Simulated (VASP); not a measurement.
# Be2ZnO3 (P4mm) in VASP: single point with PBE

Aim: the single point of Be2ZnO3 with PBE.

All numbers are computed with VASP 6.6.1; they aren't measurements. Logs are shortened: lines on timing, memory, paths and dates and some standing lists are left out, and cuts for length are marked.

**1. The cell of the first run**

It takes space group P4mm (No. 99, tetragonal). Conventional cell: a = 3.505 Å, b = 3.505 Å, c = 4.873 Å, α = 90.00°, β = 90.00°, γ = 90.00°. Within 2.0 Å of Be (site symmetry 2mm) lie 3 O at 1.51 to 1.85 Å. Within 2.6 Å of Zn (site symmetry 4mm) lie 4 O at 1.96 Å. Within 2.0 Å of O (site symmetry 2mm) lie 1 Be at 1.51 Å and 2 Zn at 1.96 Å. Within 2.5 Å of O (site symmetry 4mm) lie 4 Be at 1.85 Å.

The cell was built from a structure type or drawn by symmetry, and may not be a known phase.

**2. Single point, PBE**

INCAR

```
  PREC = Accurate
  ENCUT = 600
  EDIFF = 1E-6
  ISMEAR = 0
  SIGMA = 0.15
  LREAL = F
  LASPH = T
  NELM = 120
  ALGO = Normal
  ISIF = 2
  LWAVE = F
  LCHARG = F
  GGA = PE
  NBANDS = 26
  GGA_COMPAT = F
```

KPOINTS

```
regular mesh
0
Gamma
  3 3 3
```

POSCAR

```
Be2ZnO3
1.0
    3.5051838229      0.0000000000      0.0000000000
    0.0000000000      3.5051838229      0.0000000000
    0.0000000000      0.0000000000      4.8726204776
Be Zn O
2 1 3
Direct
    0.5000000000      0.0000000000      0.9975357045
    0.0000000000      0.5000000000      0.9975357045
    0.5000000000      0.5000000000      0.4872492746
    0.5000000000      0.0000000000      0.3078915176
    0.0000000000      0.5000000000      0.3078915176
    0.0000000000      0.0000000000      0.8751366812
```

Potentials or basis: VASP PAW PBE potentials, release 64 (Be, Zn, O).

On the command line:

```sh
cat potpaw_PBE.64/Be/POTCAR potpaw_PBE.64/Zn/POTCAR potpaw_PBE.64/O/POTCAR > POTCAR
mpirun -np 1 vasp_std > vasp.out
```

OUTCAR:

```text
PREC = Accurate
   ENCUT = 600
   EDIFF = 1E-6
   ISMEAR = 0
   LREAL = F
   LASPH = T
   NELM = 120
   ISIF = 2
   GGA = PE

 ion  position               nearest neighbor table
   1  0.500  0.000  0.998-   4 1.51   6 1.85   6 1.85
   2  0.000  0.500  0.998-   5 1.51   6 1.85   6 1.85
   3  0.500  0.500  0.487-   4 1.96   5 1.96   4 1.96   5 1.96
   4  0.500  0.000  0.308-   1 1.51   3 1.96   3 1.96
   5  0.000  0.500  0.308-   2 1.51   3 1.96   3 1.96
   6  0.000  0.000  0.875-   1 1.85   2 1.85   2 1.85   1 1.85

  LATTYP: Found a simple tetragonal cell.
 ALAT       =     3.5051838229
 C/A-ratio  =     1.3901183857

  Lattice vectors:

 A1 = (   3.5051838229,   0.0000000000,   0.0000000000)
 A2 = (   0.0000000000,   3.5051838229,   0.0000000000)
 A3 = (   0.0000000000,   0.0000000000,   4.8726204776)

Analysis of symmetry for initial positions (statically):
=====================================================================
 Subroutine PRICEL returns:
 Original cell was already a primitive cell.

 Routine SETGRP: Setting up the symmetry group for a
 simple tetragonal supercell.

 Subroutine GETGRP returns: Found  8 space group operations
 (whereof  8 operations were pure point group operations)
 out of a pool of 16 trial point group operations.

The static configuration has the point symmetry C_4v.

Analysis of symmetry for dynamics (positions and initial velocities):
=====================================================================
 Subroutine PRICEL returns:
 Original cell was already a primitive cell.

 Routine SETGRP: Setting up the symmetry group for a
 simple tetragonal supercell.

 Subroutine GETGRP returns: Found  8 space group operations
 (whereof  8 operations were pure point group operations)
 out of a pool of 16 trial point group operations.

The dynamic configuration has the point symmetry C_4v.

 Subroutine INISYM returns: Found  8 space group operations
 (whereof  8 operations are pure point group operations),
 and found     1 'primitive' translations

----------------------------------------------------------------------------------------

                                     Primitive cell

  volume of cell :      59.8665

  direct lattice vectors                    reciprocal lattice vectors
     3.505183823  0.000000000  0.000000000     0.285291742  0.000000000  0.000000000
     0.000000000  3.505183823  0.000000000     0.000000000  0.285291742  0.000000000
     0.000000000  0.000000000  4.872620478     0.000000000  0.000000000  0.205228379

  length of vectors
     3.505183823  3.505183823  4.872620478     0.285291742  0.285291742  0.205228379

  position of ions in fractional coordinates (direct lattice)
     0.500000000  0.000000000  0.997535705
     0.000000000  0.500000000  0.997535705
     0.500000000  0.500000000  0.487249275
     0.500000000  0.000000000  0.307891518
     0.000000000  0.500000000  0.307891518
     0.000000000  0.000000000  0.875136681

  ion indices of the primitive-cell ions
   primitive index   ion index
                 1           1
                 2           2
                 3           3
                 4           4
                 5           5
                 6           6

----------------------------------------------------------------------------------------

 KPOINTS: regular mesh

Automatic generation of k-mesh.
 Grid dimensions read from file:
 generate k-points for:    3    3    3

 Generating k-lattice:

  Cartesian coordinates                     Fractional coordinates (reciprocal lattice)
     0.095097247  0.000000000  0.000000000     0.333333333  0.000000000  0.000000000
     0.000000000  0.095097247  0.000000000     0.000000000  0.333333333  0.000000000
     0.000000000  0.000000000  0.068409460     0.000000000  0.000000000  0.333333333

  Length of vectors
     0.095097247  0.095097247  0.068409460

  Shift w.r.t. Gamma in fractional coordinates (k-lattice)
     0.000000000  0.000000000  0.000000000

 Subroutine IBZKPT returns following result:
 ===========================================

 Found      6 irreducible k-points:

 Following reciprocal coordinates:
            Coordinates               Weight
  0.000000  0.000000  0.000000      1.000000
  0.333333  0.000000  0.000000      4.000000
  0.333333  0.333333  0.000000      4.000000
  0.000000  0.000000  0.333333      2.000000
  0.333333  0.000000  0.333333      8.000000
  0.333333  0.333333  0.333333      8.000000
   k-points           NKPTS =      6   k-points in BZ     NKDIM =      6   number of bands    NBANDS=     26
   number of dos      NEDOS =    301   number of ions     NIONS =      6
   total plane-waves  NPLWV =  31360
   dimension x,y,z NGX =    28 NGY =   28 NGZ =   40
   dimension x,y,z NGXF=    56 NGYF=   56 NGZF=   80
   ions per type =               2   1   3
   NGX,Y,Z   is equivalent  to a cutoff of  13.28, 13.28, 13.65 a.u.
   NGXF,Y,Z  is equivalent  to a cutoff of  26.56, 26.56, 27.29 a.u.
 SYSTEM =  unknown system
   PREC   = accura    normal or accurate (medium, high low for compatibility)
   ISTART =      0    job   : 0-new  1-cont  2-samecut
   ICHARG =      2    charge: 1-file 2-atom 10-const
   ISPIN  =      1    spin polarized calculation?
   LNONCOLLINEAR =      F non collinear calculations
   LSORBIT =      F    spin-orbit coupling
   LASPH  =      T    aspherical Exc in radial PAW
   ENCUT  =  600.0 eV  44.10 Ry    6.64 a.u.   7.00  7.00  9.73*2*pi/ulx,y,z
   NELM   =    120;   NELMIN=  2; NELMDL= -5     # of ELM steps
   EDIFF  = 0.1E-05   stopping-criterion for ELM
   LREAL  =      F    real-space projection
   EDIFFG = 0.1E-04   stopping-criterion for IOM
   NSW    =      0    number of steps for IOM
   IBRION =     -1    ionic relax: 0-MD 1-quasi-New 2-CG
   NFREE  =      0    steps in history (QN), initial steepest desc. (CG)
   ISIF   =      2    stress and relaxation
   ISYM   =      2    0-nonsym 1-usesym 2-fastsym
   POTIM  = 0.5000    time-step for ionic-motion
   TEBEG  =    0.0;   TEEND  =   0.0 temperature during run
   PSTRESS=    0.0 pullay stress
   NELECT =      34.0000    total number of electrons
   NUPDOWN=      -1.0000    fix difference up-down
   EMIN   =  10.00;   EMAX   =-10.00  energy-range for DOS
   EFERMI =   0.00;   METHOD = LEGACY
   ISMEAR =     0;   SIGMA  =   0.15  broadening in eV -4-tet -1-fermi 0-gaus
   EFERMI_NEDOS =   21; number of points for ismear=-14 and -15
   IALGO  =     38    algorithm
   IMIX   =      4    mixing-type and parameters
     AMIX     =   0.40;   BMIX     =  1.00
     AMIX_MAG =   1.60;   BMIX_MAG =  1.00
  volume/ion in A,a.u.               =       9.98        67.33
  Fermi-wavevector in a.u.,A,eV,Ry     =   1.355730  2.561957 25.007545  1.838003
  Thomas-Fermi vector in A             =   2.482793
   LORBIT       =      0    0 simple, 1 ext, 2 COOP (PROOUT), +10 PAW based schemes
   GGA     = PE    functional components
   LHFCALC =     F    Hartree Fock is set to
   AEXX    =    0.0000 exact exchange contribution
   IVDW    =     0    specifies the selected vdW correction
   LEPSILON=     F    determine dielectric tensor
   LRPA    =     F    only Hartree local field effects (RPA)
 non-spin polarized calculation
 Gauss-broadening in eV      SIGMA  =   0.15
  energy-cutoff  :      600.00
  volume of cell :       59.87
 maximum number of plane-waves:      2006
   NGX = 15   NGY = 15   NGZ = 19

 number of electron      34.0000005 magnetization

 Free energy of the ion-electron system (eV)
  ---------------------------------------------------
  ext. energy  EPLUGINS =         0.00000000
  ---------------------------------------------------
  free energy    TOTEN  =       -29.63634614 eV

  energy without entropy =      -29.61356460  energy(sigma->0) =      -29.62495537

 E-fermi :   2.7425     XC(G=0): -10.5234

 val. band max:        2.5543048104   @ k =   0.3333   0.3333   0.3333
 cond. band min:       2.8676537942   @ k =   0.3333   0.3333   0.0000
 fundamental gap:      0.3133489838
 Fermi energy:         2.7424801643

 k-point     1 :       0.0000    0.0000    0.0000
  band No.  band energies     occupation
      1     -16.5769      2.00000
      2     -15.3925      2.00000
      3     -14.0849      2.00000
      4      -4.2929      2.00000
      5      -3.8712      2.00000
      6      -3.8712      2.00000
[... 18 lines left out ...]
     25      13.3154      0.00000
     26      13.5728      0.00000

 k-point     2 :       0.3333    0.0000    0.0000
  band No.  band energies     occupation
      1     -16.1213      2.00000
      2     -15.3209      2.00000
      3     -14.6111      2.00000
      4      -4.1977      2.00000
      5      -3.6992      2.00000
      6      -3.5664      2.00000
[... 18 lines left out ...]
     25      13.7425      0.00000
     26      15.1824      0.00000

 k-point     3 :       0.3333    0.3333    0.0000
  band No.  band energies     occupation
      1     -15.8380      2.00000
      2     -15.2075      2.00000
      3     -14.8212      2.00000
      4      -4.4444      2.00000
      5      -3.5024      2.00000
      6      -3.2681      2.00000
[... 18 lines left out ...]
     25      14.1283      0.00000
     26      15.4063      0.00000

 k-point     4 :       0.0000    0.0000    0.3333
  band No.  band energies     occupation
      1     -16.4652      2.00000
      2     -15.5444      2.00000
      3     -14.0870      2.00000
      4      -4.0476      2.00000
      5      -3.9422      2.00000
      6      -3.9422      2.00000
[... 18 lines left out ...]
     25      14.5218      0.00000
     26      14.5218      0.00000

 k-point     5 :       0.3333    0.0000    0.3333
  band No.  band energies     occupation
      1     -16.0264      2.00000
      2     -15.4241      2.00000
      3     -14.6237      2.00000
      4      -4.3219      2.00000
      5      -3.7319      2.00000
      6      -3.4740      2.00000
[... 18 lines left out ...]
     25      14.6402      0.00000
     26      15.0616      0.00000

 k-point     6 :       0.3333    0.3333    0.3333
  band No.  band energies     occupation
      1     -15.7827      2.00000
      2     -15.2677      2.00000
      3     -14.8209      2.00000
      4      -4.2383      2.00000
      5      -3.6475      2.00000
      6      -3.4857      2.00000
[... 18 lines left out ...]
     25      14.9419      0.00000
     26      15.3644      0.00000

------------------------ aborting loop because EDIFF is reached ----------------------------------------

  FORCE on cell =-STRESS in cart. coord.  units (eV):
  Direction    XX          YY          ZZ          XY          YZ          ZX
  --------------------------------------------------------------------------------------
  -------------------------------------------------------------------------------------
  Total       -0.0228661     -0.0228661     -0.2164465      0.0000000      0.0000000      0.0000000
  in kB       -0.6119548     -0.6119548     -5.7926452      0.0000000      0.0000000      0.0000000
  external PRESSURE =      -2.3388516 kB  Pullay stress =       0.0000000 kB

 VOLUME and BASIS-vectors are now :
 -----------------------------------------------------------------------------
  energy-cutoff  :      600.00
  volume of cell :       59.87
      direct lattice vectors                 reciprocal lattice vectors
     3.505183823  0.000000000  0.000000000     0.285291742  0.000000000  0.000000000
     0.000000000  3.505183823  0.000000000     0.000000000  0.285291742  0.000000000
     0.000000000  0.000000000  4.872620478     0.000000000  0.000000000  0.205228379

 POSITION                                       TOTAL-FORCE (eV/Angst)
 -----------------------------------------------------------------------------------
      1.75259      0.00000      4.86061        -0.000000     -0.000000     -0.022308
      0.00000      1.75259      4.86061        -0.000000     -0.000000     -0.022308
      1.75259      1.75259      2.37418         0.000000      0.000000      0.076894
      1.75259      0.00000      1.50024        -0.000000     -0.000000     -0.032401
      0.00000      1.75259      1.50024        -0.000000     -0.000000     -0.032401
      0.00000      0.00000      4.26421        -0.000000     -0.000000      0.032524
 -----------------------------------------------------------------------------------
    total drift:                                0.000000      0.000000     -0.000167

  FREE ENERGIE OF THE ION-ELECTRON SYSTEM (eV)
  ---------------------------------------------------
  free  energy   TOTEN  =       -29.6363461408 eV

  energy  without entropy=      -29.6135645998  energy(sigma->0) =      -29.62495537
```

Run time: 24 s. Hardware: 1 thread of Intel Xeon Platinum 8259CL at 2.50GHz (Skylake/Cascade Lake), shared host; peak memory 0.17 GiB.

Results:

```
Free energy            : -29.6363 eV
Pressure               : -0.2 GPa
Largest force          : 0.077 eV/Å
Band gap on the k mesh : zero (bands 17 and 18 overlap by 0.54 eV)
```

Forces in eV/Å, atoms in the order of the input:
```
Be   0.000  0.000 -0.022
Be   0.000  0.000 -0.022
Zn   0.000  0.000  0.077
O    0.000  0.000 -0.032
O    0.000  0.000 -0.032
O    0.000  0.000  0.033
```

Levels at points of the mesh, in eV from the Fermi level:
| k point | band 13 | band 14 | band 15 | band 16 | band 17 | band 18 | band 19 | band 20 | band 21 | band 22 |
| --- | --- | --- | --- | --- | --- | --- | --- | --- | --- | --- |
| (0.00, 0.00, 0.00) | -2.78 | -1.88 | -1.86 | -1.54 | -0.41 | -0.41 | 6.25 | 6.63 | 7.14 | 7.14 |

Caveat: the k points lie up to 0.60 Å⁻¹ apart, too coarse for converged energies and pressures of a metal; semilocal functionals underestimate gaps, so a narrow gap can read as zero.
